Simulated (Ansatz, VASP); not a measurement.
# One calculation of Si3N2, two programs

```
Si N
1.0
     2.66746    1.54006    4.85517
    -2.66746    1.54006    4.85517
     0.00000   -3.08011    4.85517
Si N
6 4
Cartesian
  -1.0336 -1.5401 6.0690
  1.8505 -0.1251 6.0690
  -0.8169 1.6652 6.0690
  1.0336 1.5401 8.4966
  -1.8505 0.1251 8.4966
  0.8169 -1.6652 8.4966
  0.0000 0.0000 12.4124
  0.0000 0.0000 9.4358
  0.0000 0.0000 2.1531
  0.0000 0.0000 5.1297
```

Alike in both runs: task single point; functional PBE; k mesh 6 × 6 × 6; occupations gaussian, width 0.1 eV; no spin polarisation.

```csv
,VASP,Ansatz
version,VASP 6.6.1,Ansatz 0.2.0
potentials or method,"VASP PAW PBE potentials, release 64 (Si, N), cutoff 520 eV","scalar-relativistic, plane waves, PAW"
valence electrons in the cell,44,44
```

```tsv
	VASP	Ansatz	Ansatz less VASP
gap on the k mesh at the Fermi level (eV)	none	none	-
pressure (GPa)	-1.0	-1.0	-0.04
traceless stress, the component that is largest in VASP (GPa)	1.73	1.73	-0.003
rms of the force components (eV/Å)	0.394	0.395	+0.0006
```

Atom by atom the forces differ by 0.001 eV/Å (rms over components). A gap of «none» marks a metal or a gap that the smearing closes. With one functional, cell and mesh, what is left measures potentials, basis and numerics.
